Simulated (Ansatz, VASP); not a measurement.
# Two plane-wave programs on VO2

File POSCAR:

```
VO2
1.0
    4.5170000000      0.0000000000      0.0000000000
    0.0000000000      4.5170000000      0.0000000000
    0.0000000000      0.0000000000      2.8720000000
O V
4 2
Direct
    0.3000000000      0.3000000000      0.0000000000
    0.2000000000      0.8000000000      0.5000000000
    0.7000000000      0.7000000000      0.0000000000
    0.8000000000      0.2000000000      0.5000000000
    0.0000000000      0.0000000000      0.0000000000
    0.5000000000      0.5000000000      0.5000000000
```

Contents of INCAR.step1:

```
SYSTEM = VO2
  ALGO = Normal
  EDIFF = 1E-5
  ENCUT = 660
  GGA = PE
  GGA_COMPAT = .False.
  ISMEAR = 0
  ISPIN = 2
  LASPH = .True.
  LCHARG = .False.
  LDAU = .True.
  LDAUJ = 0 0
  LDAUL = -1 2
  LDAUTYPE = 2
  LDAUU = 0 3.25
  LMAXMIX = 4
  LREAL = .False.
  LWAVE = .True.
  MAGMOM = 0 0 0 0 0 2
  NBANDS = 38
  NELM = 200
  PREC = Accurate
  SIGMA = 0.05
```

Contents of INCAR.step2:

```
SYSTEM = VO2
  ALGO = Normal
  EDIFF = 1E-6
  ENCUT = 660
  GGA_COMPAT = .False.
  ISIF = 2
  ISMEAR = 0
  ISPIN = 2
  ISTART = 1
  LASPH = .True.
  LCHARG = .False.
  LDAU = .True.
  LDAUJ = 0 0
  LDAUL = -1 2
  LDAUPRINT = 1
  LDAUTYPE = 2
  LDAUU = 0 3.25
  LMAXMIX = 4
  LMIXTAU = .True.
  LORBIT = 11
  LREAL = .False.
  LWAVE = .False.
  MAGMOM = 0 0 0 0 0 2
  METAGGA = R2SCAN
  NBANDS = 38
  NELM = 200
  PREC = Accurate
  SIGMA = 0.05
```

File KPOINTS:

```
k-points
0
Gamma
  4 4 7
  0 0 0
```

Input for Ansatz:

```yaml
crystal:
  lattice:
    - [4.517, 0.0, 0.0]
    - [0.0, 4.517, 0.0]
    - [0.0, 0.0, 2.872]
  atoms:
    - { symbol: O, position: [0.3, 0.3, 0.0] }
    - { symbol: O, position: [0.2, 0.8, 0.5] }
    - { symbol: O, position: [0.7, 0.7, 0.0] }
    - { symbol: O, position: [0.8, 0.2, 0.5] }
    - { symbol: V, position: [0.0, 0.0, 0.0] }
    - { symbol: V, position: [0.5, 0.5, 0.5], spin: 2.0 }
magnetization:
  spin_polarized: true
hamiltonian:
  xc: r2scan
  pseudopotentials: { kind: paw }
  hubbard: { sites: [{ species: V, l: d, u_eff: 3.25 }] }
basis:
  ecutwfc: 500
kpoints:
  mp_grid: { grid: [4, 4, 7] }
scf:
  occupations: { method: gaussian, width: 0.05 }
  lower_state_search: "off"
output:
  forces: true
  stress: true
  write_density: true
  write_potential: true
  elf: true
  volumetric_format: npy
```

Alike in both runs: task single point; functional r2SCAN; k mesh 4 × 4 × 7; occupations gaussian, width 0.05 eV; collinear spin; Hubbard terms V d U = 3.25 eV.

```csv
,VASP,Ansatz
version,VASP 6.6.1,Ansatz 0.2.0
potentials or method,"VASP PAW PBE potentials, release 64 (O, V_sv), cutoff 660 eV","PAW, plane waves, scalar-relativistic"
valence electrons in the cell,50,50
```

```tsv
	VASP	Ansatz	Ansatz less VASP
pressure (GPa)	8.3	3.4	-4.82
traceless stress, the component that is largest in VASP (GPa)	-0.11	-3.10	-2.989
rms of the force components (eV/Å)	0.122	0.305	+0.1829
net moment per atom (μB)	0.33	0.33	0.000
size of the moment on the site where the two differ most (μB)	1.08	0.94	-0.136
```

VASP's potentials were made for PBE, not for r2SCAN. Site moments also hang on the region over which each program counts them. The programs project onto different local orbitals, so the same U acts differently, and such runs can settle in different states. Atom by atom the forces differ by 0.288 eV/Å (rms over components). Ansatz's warnings: filled band counts differ across k points, lower free energy seen, stability check not made.
